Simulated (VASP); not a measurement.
Input of a VASP 6.6.1 run:

POSCAR

```
AlFe3
1.0
    0.0000000000      2.8901196556      2.8901196556
    2.8901196556      0.0000000000      2.8901196556
    2.8901196556      2.8901196556      0.0000000000
Al Fe
1 3
Direct
    0.0000000000      0.0000000000      0.0000000000
    0.5000000000      0.5000000000      0.5000000000
    0.2500000000      0.2500000000      0.2500000000
    0.7500000000      0.7500000000      0.7500000000
```

The input INCAR.step1:

```
PREC     = Accurate       # precision mode
ENCUT    = 520            # plane-wave cutoff, eV
ISMEAR   = 0              # smearing method
SIGMA    = 0.05           # smearing width, eV
LREAL    = F              # projectors in reciprocal space
LASPH    = T              # aspherical terms in the spheres
NELM     = 80             # most SCF steps
NBANDS   = 22             # bands
GGA      = PE             # functional
ALGO     = Normal         # electronic algorithm
EDIFF    = 1E-4           # SCF threshold, eV
LWAVE    = T              # write WAVECAR
LCHARG   = F              # write CHGCAR
```

The input INCAR.step2:

```
PREC     = Accurate       # precision mode
ENCUT    = 520            # plane-wave cutoff, eV
EDIFF    = 1E-6           # SCF threshold, eV
ISMEAR   = 0              # smearing method
SIGMA    = 0.05           # smearing width, eV
LREAL    = F              # projectors in reciprocal space
LASPH    = T              # aspherical terms in the spheres
NELM     = 80             # most SCF steps
ALGO     = Normal         # electronic algorithm
ISIF     = 2              # what is computed and relaxed
LWAVE    = F              # write WAVECAR
LCHARG   = F              # write CHGCAR
METAGGA  = R2SCAN         # meta-GGA
LMIXTAU  = T            
NBANDS   = 22             # bands
ISTART   = 1
```

File KPOINTS:

```
regular mesh
0
Gamma
  12 12 12
```

Potentials or basis: VASP PAW PBE potentials, release 64 (Al, Fe).

The run is started by

```console
$ cat potpaw_PBE.64/Al/POTCAR potpaw_PBE.64/Fe/POTCAR > POTCAR
$ cp INCAR.step1 INCAR
$ mpirun -np 1 vasp_std > vasp.out
$ cp INCAR.step2 INCAR
$ mpirun -np 1 vasp_std > vasp.out
```

Q: What does it give for the pressure?

A: -21.7 GPa.

Caveat: the PAW data sets were made with another functional, which shifts forces and pressure a little. Spin polarisation is off, so any magnetic state and its effect on volume and gap are missing.
